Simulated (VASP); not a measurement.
# Si (P-1) in VASP: single point with r2SCAN

Aim: the single point of Si with r2SCAN.

Program: VASP 6.6.1. These are calculated values, not measurements. Logs are shortened: lines on timing, memory, paths and dates and some standing lists are left out, and cuts for length are marked.

## (1) The cell of the first run

The typed cell holds 2 atoms: a = 4.200 Å, b = 4.200 Å, c = 4.200 Å, α = 90.00°, β = 90.00°, γ = 90.00°.

## (2) Single point, r2SCAN

Input file POSCAR:

```
Si
1.0
    4.2000000000      0.0000000000      0.0000000000
    0.0000000000      4.2000000000      0.0000000000
    0.0000000000      0.0000000000      4.2000000000
Si
2
Direct
    0.0000000000      0.0000000000      0.0000000000
    0.3983442865      0.2390065719      0.1792549289
```

Input file INCAR.step1:

```
SYSTEM = Si
  PREC = Accurate
  ENCUT = 550
  ISMEAR = -1
  SIGMA = 0.3
  LREAL = .False.
  LASPH = .True.
  NELM = 120
  NBANDS = 11
  GGA = PE
  ALGO = Normal
  EDIFF = 1E-5
  LWAVE = .True.
  LCHARG = .False.
  GGA_COMPAT = .False.
```

Input file INCAR.step2:

```
SYSTEM = Si
  PREC = Accurate
  ENCUT = 550
  EDIFF = 1E-6
  ISMEAR = -1
  SIGMA = 0.3
  LREAL = .False.
  LASPH = .True.
  NELM = 120
  ALGO = Normal
  ISIF = 2
  LWAVE = .False.
  LCHARG = .False.
  METAGGA = R2SCAN
  LMIXTAU = .True.
  NBANDS = 11
  ISTART = 1
  GGA_COMPAT = .False.
```

Input file KPOINTS:

```
regular mesh
0
Gamma
  1 1 1
  0 0 0
```

Potentials or basis: VASP PAW PBE potentials, release 64 (Si).

Started as:

```bash
$ cat potpaw_PBE.64/Si/POTCAR > POTCAR
$ cp INCAR.step1 INCAR
$ mpirun -np 1 vasp_gam > vasp.out
$ cp INCAR.step2 INCAR
$ mpirun -np 1 vasp_gam > vasp.out
```

OUTCAR:

```text
SYSTEM = Si
   PREC = Accurate
   ENCUT = 550
   EDIFF = 1E-6
   ISMEAR = -1
   LREAL = .False.
   LASPH = .True.
   NELM = 120
   ISIF = 2
   METAGGA = R2SCAN
   ISTART = 1

 ion  position               nearest neighbor table
   1  0.000  0.000  0.000-   2 2.09   2 2.82
   2  0.398  0.239  0.179-   1 2.09   1 2.82

  LATTYP: Found a simple cubic cell.
 ALAT       =     4.2000000000

  Lattice vectors:

 A1 = (   4.2000000000,   0.0000000000,   0.0000000000)
 A2 = (   0.0000000000,   4.2000000000,   0.0000000000)
 A3 = (   0.0000000000,   0.0000000000,   4.2000000000)

Analysis of symmetry for initial positions (statically):
=====================================================================
 Subroutine PRICEL returns:
 Original cell was already a primitive cell.

 Routine SETGRP: Setting up the symmetry group for a
 simple cubic supercell.

 Subroutine GETGRP returns: Found  2 space group operations
 (whereof  1 operations were pure point group operations)
 out of a pool of 48 trial point group operations.

The static configuration has the point symmetry C_1 .
 The point group associated with its full space group is S_2 .

Analysis of symmetry for dynamics (positions and initial velocities):
=====================================================================
 Subroutine PRICEL returns:
 Original cell was already a primitive cell.

 Routine SETGRP: Setting up the symmetry group for a
 simple cubic supercell.

 Subroutine GETGRP returns: Found  2 space group operations
 (whereof  1 operations were pure point group operations)
 out of a pool of 48 trial point group operations.

The dynamic configuration has the point symmetry C_1 .
 The point group associated with its full space group is S_2 .

 Subroutine INISYM returns: Found  2 space group operations
 (whereof  1 operations are pure point group operations),
 and found     1 'primitive' translations

----------------------------------------------------------------------------------------

                                     Primitive cell

  volume of cell :      74.0880

  direct lattice vectors                    reciprocal lattice vectors
     4.200000000  0.000000000  0.000000000     0.238095238  0.000000000  0.000000000
     0.000000000  4.200000000  0.000000000     0.000000000  0.238095238  0.000000000
     0.000000000  0.000000000  4.200000000     0.000000000  0.000000000  0.238095238

  length of vectors
     4.200000000  4.200000000  4.200000000     0.238095238  0.238095238  0.238095238

  position of ions in fractional coordinates (direct lattice)
     0.000000000  0.000000000  0.000000000
     0.398344286  0.239006572  0.179254929

  ion indices of the primitive-cell ions
   primitive index   ion index
                 1           1
                 2           2

----------------------------------------------------------------------------------------

 KPOINTS: regular mesh

Automatic generation of k-mesh.
 Grid dimensions read from file:
 generate k-points for:    1    1    1

 Generating k-lattice:

  Cartesian coordinates                     Fractional coordinates (reciprocal lattice)
     0.238095238  0.000000000  0.000000000     1.000000000  0.000000000  0.000000000
     0.000000000  0.238095238  0.000000000     0.000000000  1.000000000  0.000000000
     0.000000000  0.000000000  0.238095238     0.000000000  0.000000000  1.000000000

  Length of vectors
     0.238095238  0.238095238  0.238095238

  Shift w.r.t. Gamma in fractional coordinates (k-lattice)
     0.000000000  0.000000000  0.000000000

 Subroutine IBZKPT returns following result:
 ===========================================

 Found      1 irreducible k-points:

 Following reciprocal coordinates:
            Coordinates               Weight
  0.000000  0.000000  0.000000      1.000000
   k-points           NKPTS =      1   k-points in BZ     NKDIM =      1   number of bands    NBANDS=     11
   number of dos      NEDOS =    301   number of ions     NIONS =      2
   total plane-waves  NPLWV =  32768
   dimension x,y,z NGX =    32 NGY =   32 NGZ =   32
   dimension x,y,z NGXF=    64 NGYF=   64 NGZF=   64
   ions per type =               2
   NGX,Y,Z   is equivalent  to a cutoff of  12.67, 12.67, 12.67 a.u.
   NGXF,Y,Z  is equivalent  to a cutoff of  25.33, 25.33, 25.33 a.u.
 SYSTEM =  Si
   PREC   = accura    normal or accurate (medium, high low for compatibility)
   ISTART =      1    job   : 0-new  1-cont  2-samecut
   ICHARG =      0    charge: 1-file 2-atom 10-const
   ISPIN  =      1    spin polarized calculation?
   LNONCOLLINEAR =      F non collinear calculations
   LSORBIT =      F    spin-orbit coupling
   LASPH  =      T    aspherical Exc in radial PAW
   ENCUT  =  550.0 eV  40.42 Ry    6.36 a.u.   8.03  8.03  8.03*2*pi/ulx,y,z
   NELM   =    120;   NELMIN=  2; NELMDL=  0     # of ELM steps
   EDIFF  = 0.1E-05   stopping-criterion for ELM
   LREAL  =      F    real-space projection
   EDIFFG = 0.1E-04   stopping-criterion for IOM
   NSW    =      0    number of steps for IOM
   IBRION =     -1    ionic relax: 0-MD 1-quasi-New 2-CG
   NFREE  =      0    steps in history (QN), initial steepest desc. (CG)
   ISIF   =      2    stress and relaxation
   ISYM   =      2    0-nonsym 1-usesym 2-fastsym
   POTIM  = 0.5000    time-step for ionic-motion
   TEBEG  =    0.0;   TEEND  =   0.0 temperature during run
   PSTRESS=    0.0 pullay stress
   NELECT =       8.0000    total number of electrons
   NUPDOWN=      -1.0000    fix difference up-down
   EMIN   =  10.00;   EMAX   =-10.00  energy-range for DOS
   EFERMI =   0.00;   METHOD = LEGACY
   ISMEAR =    -1;   SIGMA  =   0.30  broadening in eV -4-tet -1-fermi 0-gaus
   EFERMI_NEDOS =   21; number of points for ismear=-14 and -15
   IALGO  =     38    algorithm
   IMIX   =      4    mixing-type and parameters
     AMIX     =   0.40;   BMIX     =  1.00
     AMIX_MAG =   1.60;   BMIX_MAG =  1.00
  volume/ion in A,a.u.               =      37.04       249.99
  Fermi-wavevector in a.u.,A,eV,Ry     =   0.779571  1.473175  8.268676  0.607731
  Thomas-Fermi vector in A             =   1.882702
   LORBIT       =      0    0 simple, 1 ext, 2 COOP (PROOUT), +10 PAW based schemes
   METAGGA = R2SCAN    functional components
   LHFCALC =     F    Hartree Fock is set to
   AEXX    =    0.0000 exact exchange contribution
   IVDW    =     0    specifies the selected vdW correction
   LEPSILON=     F    determine dielectric tensor
   LRPA    =     F    only Hartree local field effects (RPA)
 non-spin polarized calculation
  energy-cutoff  :      550.00
  volume of cell :       74.09
 maximum number of plane-waves:      1055
   NGX = 17   NGY = 17   NGZ = 17

 number of electron       7.9999999 magnetization

 Free energy of the ion-electron system (eV)
  ---------------------------------------------------
  ext. energy  EPLUGINS =         0.00000000
  ---------------------------------------------------
  free energy    TOTEN  =        -9.61296726 eV

  energy without entropy =       -8.91224474  energy(sigma->0) =       -9.26260600

 E-fermi :   1.6347     XC(G=0):  -7.2599

 val. band max:        1.2322169148   @ k =   0.0000   0.0000   0.0000
 cond. band min:       2.1672009161   @ k =   0.0000   0.0000   0.0000
 fundamental gap:      0.9349840013
 Fermi energy:         1.6346945611

 k-point     1 :       0.0000    0.0000    0.0000
  band No.  band energies     occupation
      1      -8.6862      2.00000
      2      -1.5010      1.99994
      3      -0.5991      1.99883
      4       1.2322      1.58550
      5       2.1672      0.28984
      6       2.4480      0.12463
      7       3.8479      0.00125
      8       8.5457      0.00000
      9       8.7568      0.00000
     10      10.7341      0.00000
     11      10.8834      0.00000

------------------------ aborting loop because EDIFF is reached ----------------------------------------

  FORCE on cell =-STRESS in cart. coord.  units (eV):
  Direction    XX          YY          ZZ          XY          YZ          ZX
  --------------------------------------------------------------------------------------
  -------------------------------------------------------------------------------------
  Total        9.5818263      3.9967950      3.8532529      1.7385454     -0.3053192      1.4502614
  in kB      207.2101403     86.4320048     83.3278584     37.5966155     -6.6026271     31.3623796
  external PRESSURE =     125.6566678 kB  Pullay stress =       0.0000000 kB

 VOLUME and BASIS-vectors are now :
 -----------------------------------------------------------------------------
  energy-cutoff  :      550.00
  volume of cell :       74.09
      direct lattice vectors                 reciprocal lattice vectors
     4.200000000  0.000000000  0.000000000     0.238095238  0.000000000  0.000000000
     0.000000000  4.200000000  0.000000000     0.000000000  0.238095238  0.000000000
     0.000000000  0.000000000  4.200000000     0.000000000  0.000000000  0.238095238

 POSITION                                       TOTAL-FORCE (eV/Angst)
 -----------------------------------------------------------------------------------
      0.00000      0.00000      0.00000        -4.150092      0.028623      0.599003
      1.67305      1.00383      0.75287         4.150092     -0.028623     -0.599003
 -----------------------------------------------------------------------------------
    total drift:                               -0.000134      0.000007      0.000030

  FREE ENERGIE OF THE ION-ELECTRON SYSTEM (eV)
  ---------------------------------------------------
  free  energy   TOTEN  =        -9.6129672635 eV

  energy  without entropy=       -8.9122447390  energy(sigma->0) =       -9.26260600
```

It took 15 s on 1 thread of Intel Xeon 8259CL, shared host; peak memory 0.17 GiB.

Results:

```
Free energy            : -9.6130 eV
Pressure               : 12.6 GPa
Largest force          : 4.193 eV/Å
Band gap on the k mesh : 0.94 eV
```

Forces in eV/Å, atoms in the order of the input:
```
Si  -4.150  0.029  0.599
Si   4.150 -0.029 -0.599
```

Stress tensor (GPa, compression positive):
```
20.72  3.76  3.14
 3.76  8.64 -0.66
 3.14 -0.66  8.33
```

Levels at points of the mesh, in eV from the valence-band top:
```tsv
k point	band 1	band 2	band 3	band 4	band 5	band 6	band 7	band 8
(0.00, 0.00, 0.00)	-9.92	-2.73	-1.83	0.00	0.93	1.22	2.62	7.31
```

Caveat: the k points lie up to 1.50 Å⁻¹ apart; the PAW data sets were made with another functional, which shifts forces and pressure a little. A k mesh can miss the band edges.
